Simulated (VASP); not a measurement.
# CoSi2 (P3m1) in VASP: single point with PBEsol

Aim: the single point of CoSi2 with PBEsol.

All numbers are computed with VASP 6.6.1; they aren't measurements. Logs are shortened: lines on timing, memory, paths and dates and some standing lists are left out, and cuts for length are marked.

## Step 1: The cell of the first run

It takes space group P3m1 (No. 156, trigonal). The conventional cell has a = 3.757 Å, b = 3.757 Å, c = 15.202 Å, α = 90.00°, β = 90.00°, γ = 120.00°. Co (site symmetry 3m) has 4 Si at 2.30 Å within 3.0 Å. Within 3.0 Å of Co (site symmetry 3m) lie 8 Si at 2.30 Å. Within 3.0 Å of Co (site symmetry 3m) lie 8 Si at 2.30 Å. Si (site symmetry 3m) has 4 Co at 2.30 Å and 6 Si at 2.66 Å within 3.0 Å. Si (site symmetry 3m) has 3 Co at 2.30 Å and 6 Si at 2.66 Å within 3.0 Å. Within 3.0 Å of Si (site symmetry 3m) lie 4 Co at 2.30 Å and 3 Si at 2.66 Å. Si (site symmetry 3m) has 1 Co at 2.30 Å and 3 Si at 2.66 Å within 3.0 Å. Si (site symmetry 3m) has 4 Co at 2.30 Å and 6 Si at 2.66 Å within 3.0 Å.

## Step 2: Single point, PBEsol

INCAR

```
SYSTEM = CoSi2
PREC = Accurate
ENCUT = 520
EDIFF = 1E-7
ISMEAR = 0
SIGMA = 0.15
LREAL = .FALSE.
LASPH = .TRUE.
NELM = 100
ALGO = Normal
ISIF = 2
LWAVE = .FALSE.
LCHARG = .FALSE.
GGA = PS
NBANDS = 36
```

KPOINTS

```
Automatic mesh
0
G
  14 14 5
  0 0 0
```

POSCAR

```
CoSi2
1.0
    2.6562539695     -2.6562539695      0.0000000000
    2.6562539695      0.0000000000     -2.6562539695
    8.7766095540      8.7766095540      8.7766095540
Co Si
3 6
Direct
    1.0000000000      0.0000000000      0.5800921132
    0.3333333333      0.3333333333      0.3783244524
    0.6666666667      0.6666666667      0.1765567916
    0.6666666667      0.6666666667      0.3278825372
    1.0000000000      0.0000000000      0.1261148764
    0.3333333333      0.3333333333      0.5296501980
    0.6666666667      0.6666666667      0.0252310460
    1.0000000000      1.0000000000      0.4287663676
    0.3333333333      0.3333333333      0.2269987068
```

Potentials or basis: VASP PAW PBE potentials, release 64 (Co, Si).

Command:

```
> cat potpaw_PBE.64/Co/POTCAR potpaw_PBE.64/Si/POTCAR > POTCAR
> mpirun -np 1 vasp_std > vasp.out
```

OUTCAR:

```text
SYSTEM = CoSi2
   PREC = Accurate
   ENCUT = 520
   EDIFF = 1E-7
   ISMEAR = 0
   LREAL = .FALSE.
   LASPH = .TRUE.
   NELM = 100
   ISIF = 2
   GGA = PS

 ion  position               nearest neighbor table
   1  0.000  0.000  0.580-   8 2.30   6 2.30   6 2.30   6 2.30
   2  0.333  0.333  0.378-   6 2.30   9 2.30   8 2.30   4 2.30   4 2.30   8 2.30   8 2.30   4 2.30

   3  0.667  0.667  0.177-   4 2.30   7 2.30   5 2.30   9 2.30   9 2.30   5 2.30   5 2.30   9 2.30

   4  0.667  0.667  0.328-   3 2.30   2 2.30   2 2.30   2 2.30   9 2.66   9 2.66   8 2.66   8 2.66
                             8 2.66   9 2.66
   5  0.000  0.000  0.126-   3 2.30   3 2.30   3 2.30   7 2.66   9 2.66   7 2.66   7 2.66   9 2.66
                             9 2.66
   6  0.333  0.333  0.530-   2 2.30   1 2.30   1 2.30   1 2.30   8 2.66   8 2.66   8 2.66
   7  0.667  0.667  0.025-   3 2.30   5 2.66   5 2.66   5 2.66
   8  0.000  0.000  0.429-   1 2.30   2 2.30   2 2.30   2 2.30   4 2.66   6 2.66   4 2.66   6 2.66
                             4 2.66   6 2.66
   9  0.333  0.333  0.227-   2 2.30   3 2.30   3 2.30   3 2.30   4 2.66   4 2.66   5 2.66   5 2.66
                             5 2.66   4 2.66

  LATTYP: Found a hexagonal cell.
 ALAT       =     3.7565103888
 C/A-ratio  =     4.0467167910

  Lattice vectors:

 A1 = (  -2.6562539695,   0.0000000000,   2.6562539695)
 A2 = (   2.6562539695,  -2.6562539695,   0.0000000000)
 A3 = (   8.7766095540,   8.7766095540,   8.7766095540)

Analysis of symmetry for initial positions (statically):
=====================================================================
 Subroutine PRICEL returns:
 Original cell was already a primitive cell.

 Routine SETGRP: Setting up the symmetry group for a
 hexagonal supercell.

 Subroutine GETGRP returns: Found  6 space group operations
 (whereof  6 operations were pure point group operations)
 out of a pool of 24 trial point group operations.

The static configuration has the point symmetry C_3v.

Analysis of symmetry for dynamics (positions and initial velocities):
=====================================================================
 Subroutine PRICEL returns:
 Original cell was already a primitive cell.

 Routine SETGRP: Setting up the symmetry group for a
 hexagonal supercell.

 Subroutine GETGRP returns: Found  6 space group operations
 (whereof  6 operations were pure point group operations)
 out of a pool of 24 trial point group operations.

The dynamic configuration has the point symmetry C_3v.

 Subroutine INISYM returns: Found  6 space group operations
[... 120 lines left out ...]
   TEBEG  =    0.0;   TEEND  =   0.0 temperature during run
   PSTRESS=    0.0 pullay stress
   NELECT =      51.0000    total number of electrons
   NUPDOWN=      -1.0000    fix difference up-down
   EMIN   =  10.00;   EMAX   =-10.00  energy-range for DOS
   EFERMI =   0.00;   METHOD = LEGACY
   ISMEAR =     0;   SIGMA  =   0.15  broadening in eV -4-tet -1-fermi 0-gaus
   EFERMI_NEDOS =   21; number of points for ismear=-14 and -15
   IALGO  =     38    algorithm
   IMIX   =      4    mixing-type and parameters
     AMIX     =   0.40;   BMIX     =  1.00
     AMIX_MAG =   1.60;   BMIX_MAG =  1.00
  volume/ion in A,a.u.               =      20.64       139.30
  Fermi-wavevector in a.u.,A,eV,Ry     =   1.063986  2.010642 15.402689  1.132066
  Thomas-Fermi vector in A             =   2.199489
   LORBIT       =      0    0 simple, 1 ext, 2 COOP (PROOUT), +10 PAW based schemes
   GGA     = PS    functional components
   LHFCALC =     F    Hartree Fock is set to
   AEXX    =    0.0000 exact exchange contribution
   IVDW    =     0    specifies the selected vdW correction
   LEPSILON=     F    determine dielectric tensor
   LRPA    =     F    only Hartree local field effects (RPA)
 non-spin polarized calculation
 Gauss-broadening in eV      SIGMA  =   0.15
  energy-cutoff  :      520.00
  volume of cell :      185.77
 maximum number of plane-waves:      5034
   NGX = 13   NGY = 13   NGZ = 57

 number of electron      51.0000002 magnetization

 Free energy of the ion-electron system (eV)
  ---------------------------------------------------
  ext. energy  EPLUGINS =         0.00000000
  ---------------------------------------------------
  free energy    TOTEN  =       -58.63824424 eV

  energy without entropy =      -58.57206931  energy(sigma->0) =      -58.60515678

 E-fermi :   4.3497     XC(G=0):  -8.6000

 val. band max:        4.3491006430   @ k =   0.0714   0.0000   0.4000
 cond. band min:       4.3516519670   @ k =   0.0714   0.0714   0.2000
 fundamental gap:      0.0025513241
 Fermi energy:         4.3497039737

 k-point     1 :       0.0000    0.0000    0.0000
  band No.  band energies     occupation
      1      -8.4767      2.00000
      2      -7.3131      2.00000
      3      -5.3833      2.00000
      4      -3.6650      2.00000
      5      -1.5263      2.00000
      6       0.3566      2.00000
[... 925 lines left out ...]
     35       9.5988      0.00000
     36      10.2704      0.00000

 [... further k-points ...]

------------------------ aborting loop because EDIFF is reached ----------------------------------------

  FORCE on cell =-STRESS in cart. coord.  units (eV):
  Direction    XX          YY          ZZ          XY          YZ          ZX
  --------------------------------------------------------------------------------------
  -------------------------------------------------------------------------------------
  Total       -3.6046467     -3.6046467     -3.6046467      1.7986138      1.7986138      1.7986138
  in kB      -31.0875193    -31.0875193    -31.0875193     15.5117672     15.5117672     15.5117672
  external PRESSURE =     -31.0875193 kB  Pullay stress =       0.0000000 kB

 VOLUME and BASIS-vectors are now :
 -----------------------------------------------------------------------------
  energy-cutoff  :      520.00
  volume of cell :      185.77
      direct lattice vectors                 reciprocal lattice vectors
     2.656253969 -2.656253969  0.000000000     0.125490009 -0.250980017  0.125490009
     2.656253969  0.000000000 -2.656253969     0.125490009  0.125490009 -0.250980017
     8.776609554  8.776609554  8.776609554     0.037979738  0.037979738  0.037979738

 POSITION                                       TOTAL-FORCE (eV/Angst)
 -----------------------------------------------------------------------------------
      5.09124      5.09124      5.09124        -0.468177     -0.468177     -0.468177
      5.09124      2.43499      2.43499         0.226783      0.226783      0.226783
      5.09124     -0.22127     -0.22127        -0.215660     -0.215660     -0.215660
      6.41937      1.10686      1.10686        -0.185461     -0.185461     -0.185461
      1.10686      1.10686      1.10686        -0.220737     -0.220737     -0.220737
      6.41937      3.76311      3.76311         0.175003      0.175003      0.175003
      3.76311     -1.54939     -1.54939         0.033497      0.033497      0.033497
      3.76311      3.76311      3.76311         0.365997      0.365997      0.365997
      3.76311      1.10686      1.10686         0.288754      0.288754      0.288754
 -----------------------------------------------------------------------------------
    total drift:                               -0.000826     -0.000826     -0.000826

  FREE ENERGIE OF THE ION-ELECTRON SYSTEM (eV)
  ---------------------------------------------------
  free  energy   TOTEN  =       -58.6382442405 eV

  energy  without entropy=      -58.5720693120  energy(sigma->0) =      -58.60515678
```

It took 9.9 min on 1 thread of Intel Xeon 6975P-C (Granite Rapids), shared host; peak memory 0.65 GiB.

Results:

```yaml
Free_energy: -58.6382 eV
Pressure: -3.1 GPa
Largest_force: 0.811 eV/Å
```

Forces in eV/Å, atoms in the order of the input:
```
Co  -0.468 -0.468 -0.468
Co   0.227  0.227  0.227
Co  -0.216 -0.216 -0.216
Si  -0.185 -0.185 -0.185
Si  -0.221 -0.221 -0.221
Si   0.175  0.175  0.175
Si   0.033  0.033  0.033
Si   0.366  0.366  0.366
Si   0.289  0.289  0.289
```

Levels at points of the mesh, in eV from the Fermi level:
| k point | band 24 | band 25 | band 26 | band 27 | band 28 | band 29 |
| --- | --- | --- | --- | --- | --- | --- |
| (0.00, 0.00, 0.00) | 1.32 | 1.61 | 1.61 | 2.05 | 2.68 | 3.15 |
| (0.50, 0.00, 0.00) | -0.77 | -0.58 | -0.55 | -0.22 | 1.89 | 2.04 |

Caveat: the PAW data sets were made with another functional, which shifts forces and pressure a little. Spin polarisation is off, so any magnetic state and its effect on volume and gap are missing.
